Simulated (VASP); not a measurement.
BePd, 2 atoms in the cell. Symmetry: P4/mmm, No. 123, tetragonal system. The conventional cell has a = 2.970 Å, b = 2.970 Å, c = 2.524 Å, α = 90.00°, β = 90.00°, γ = 90.00°. Within 3.2 Å of Be (site symmetry 4/mmm) lie 8 Pd at 2.45 Å and 6 Be at 2.52 to 2.97 Å. Pd (site symmetry 4/mmm) has 8 Be at 2.45 Å and 6 Pd at 2.52 to 2.97 Å within 3.2 Å.  This cell differs from its parent crystal: ratio of the length along z to the lengths across it x 0.85, volume and fractional coordinates fixed.

* Program: VASP 6.6.1
* Task: single point
* Functional: PBEsol
* Potentials or basis: VASP PAW PBE potentials, release 64 (Be, Pd)
* Cutoff: 520 eV
* k mesh: 18 × 18 × 18
* Occupations: gaussian, width 0.15 eV
* Spin: no spin polarisation
* Dipole correction: no
* Further INCAR settings: ALGO = Fast; EDIFF = 1e-06; NBANDS = 13

Potentials or basis: VASP PAW PBE potentials, release 64 (Be, Pd).

Launch:

```bash
$ cat potpaw_PBE.64/Be/POTCAR potpaw_PBE.64/Pd/POTCAR > POTCAR
$ mpirun -np 1 vasp_std > vasp.out
```

Hardware: 1 thread of Intel(R) Xeon(R) Platinum 8559C (Emerald Rapids) (shared host).

**Question.** Estimate the wall time of this run.

**Answer.** Wall time 44 s on 1 thread of Intel(R) Xeon(R) Platinum 8559C (Emerald Rapids) (shared host), peak memory 0.28 GiB. Counts: scf iterations 13, k points 550.
